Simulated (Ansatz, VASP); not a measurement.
# TiSe in VASP and in Ansatz

INCAR

```
SYSTEM = TiSe
PREC = Accurate
ENCUT = 520
EDIFF = 1E-7
ISMEAR = 0
SIGMA = 0.05
LREAL = .False.
LASPH = .True.
NELM = 150
ALGO = Normal
ISIF = 2
LWAVE = .False.
LCHARG = .True.
ISPIN = 2
MAGMOM = 0.86 0
LORBIT = 11
LMAXMIX = 4
GGA = PS
LELF = .True.
LVHAR = .True.
NBANDS = 20
```

KPOINTS

```
regular mesh
0
Gamma
  10 10 10
  0 0 0
```

The input POSCAR:

```
TiSe
1.0
    0.0000000000      2.8880891188      2.8880891188
    2.8880891188      0.0000000000      2.8880891188
    2.8880891188      2.8880891188      0.0000000000
Ti Se
1 1
Direct
    0.0000000000      0.0000000000      0.0000000000
    0.2500000000      0.2500000000      0.2500000000
```

Input for Ansatz:

```yaml
crystal:
  lattice:
    - [0.0, 2.8880891188, 2.8880891188]
    - [2.8880891188, 0.0, 2.8880891188]
    - [2.8880891188, 2.8880891188, 0.0]
  atoms:
    - { symbol: Ti, position: [0.0, 0.0, 0.0], spin: 0.86 }
    - { symbol: Se, position: [0.25, 0.25, 0.25] }
basis:
  ecutwfc: 420
  ecutrho_ratio: 4
kpoints:
  mp_grid: { grid: [10, 10, 10] }
hamiltonian:
  xc: pbesol
scf:
  occupations: { method: gaussian, width: 0.05 }
output:
  forces: true
  stress: true
  eigenvalues: true
  populations: true
magnetization:
  spin_polarized: true
```

Alike in both runs: task single point; functional PBEsol; k mesh 10 × 10 × 10; occupations gaussian, width 0.05 eV; collinear spin.

|  | VASP | Ansatz |
| --- | --- | --- |
| version | VASP 6.6.1 | Ansatz 0.2.0 |
| potentials or method | VASP PAW PBE potentials, release 64 (Ti_sv, Se), cutoff 520 eV | scalar-relativistic, plane waves, PAW |
| valence electrons in the cell | 18 | 28 |

VASP gave:

- gap on the k mesh at the Fermi level (eV): none
- pressure (GPa): -2.3
- net moment per atom (μB): 0.55
- size of the moment on the site where the two differ most (μB): 0.91

Task: Which values does Ansatz return?

Result: gap on the k mesh at the Fermi level (eV): none; pressure (GPa): -2.4; net moment per atom (μB): 0.55; size of the moment on the site where the two differ most (μB): 0.83.

VASP's potentials were made for PBE, not for PBEsol. Site moments also hang on the region over which each program counts them. A gap of «none» marks a metal or a gap that the smearing closes. VASP's potentials hold 18 valence electrons a cell and Ansatz's 28, so a difference there can come from the potentials and not from the codes.
